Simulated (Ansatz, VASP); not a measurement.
# Re: VASP beside Ansatz

```
CELL_PARAMETERS angstrom
0.00000 2.78387 2.78387
2.78387 0.00000 2.78387
2.78387 2.78387 0.00000
ATOMIC_POSITIONS crystal
Re 0.12500 0.12500 0.12500
Re 0.87500 0.87500 0.87500
```

Alike in both runs: task single point; functional BLYP; k mesh 11 × 11 × 11; occupations fermi-dirac, width 0.1 eV; no spin polarisation.

|  | VASP | Ansatz |
| --- | --- | --- |
| version | VASP 6.6.1 | Ansatz 0.2.0 |
| potentials or method | VASP PAW PBE potentials, release 64 (Re), cutoff 520 eV | plane waves (420 eV) with PAW, scalar-relativistic |
| valence electrons in the cell | 14 | 30 |

VASP gave:

```
pressure (GPa) : 15.2
```

What did Ansatz give for the same quantities?

Pressure (GPa): 15.9.

VASP's potentials were made for PBE, not for BLYP. With one functional, cell and mesh, what is left measures potentials, basis and numerics. VASP's potentials hold 14 valence electrons a cell and Ansatz's 30, so a difference there can come from the potentials and not from the codes.

Spin-orbit coupling is off throughout.
